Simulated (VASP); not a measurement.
Crystal: YbB2.

```
Yb B
1.0
     3.22943    0.00000    0.00000
    -1.61471    2.79676    0.00000
     0.00000    0.00000    3.84631
Yb B
1 2
Direct
  0.00000 0.00000 0.00000
  0.33333 0.66667 0.50000
  0.66667 0.33333 0.50000
```

Base run:

```yaml
Program: VASP 6.6.1
Functional: PBE
Potentials_or_basis: VASP PAW PBE potentials, release 64 (Yb, B)
Cutoff: 520 eV
k_mesh: 12 × 12 × 10
Occupations: gaussian, width 0.05 eV
Spin: no spin polarisation
```

Its results: band gap on the k mesh zero (bands 15 and 16 overlap by 1.27 eV); pressure 0.7 GPa.

Q: The run is repeated on the same cell with these changes: functional from PBE to LDA. What comes out?

A: Band gap on the k mesh zero (bands 15 and 16 overlap by 1.30 eV); pressure -8.9 GPa.

LDA binds more tightly than PBE, so the same cell stands under less pressure.

Caveats: spin-orbit coupling is left out, which moves the levels of the heavy elements; the cell stands under tension (at least some runs); the PAW data sets were made with another functional, which shifts forces and pressure a little (at least some runs).
